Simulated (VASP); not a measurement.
Crystal: Sn.

```
Sn
1.0
    -0.03958    3.28446    3.28446
     3.28446   -0.03958    3.28446
     3.24488    3.24488    0.00000
Sn
2
Direct
  0.99785 0.99785 0.00215
  0.25215 0.25215 0.24785
```

This cell differs from its parent crystal: shear xy strain -2.4%.

Base run:

```yaml
Program: VASP 6.6.1
Functional: PBE
Potentials_or_basis: VASP PAW PBE potentials, release 64 (Sn_d)
Cutoff: 520 eV
k_mesh: 6 × 6 × 6
Occupations: fermi-dirac, width 0.02 eV
Spin: no spin polarisation
```

Its results: band gap on the k mesh zero (band 14 reaches 5.35 eV, above the bottom of band 15 at 5.09 eV); pressure 1.5 GPa.

Q: The run is repeated on the same cell with these changes: functional from PBE to r2SCAN. What comes out?

A: Band gap on the k mesh zero (band 14 reaches 5.20 eV, above the bottom of band 15 at 5.15 eV); pressure 0.0 GPa.

Caveats: spin-orbit coupling is left out, which moves the levels of the heavy elements; the PAW data sets were made with another functional, which shifts forces and pressure a little (some runs).
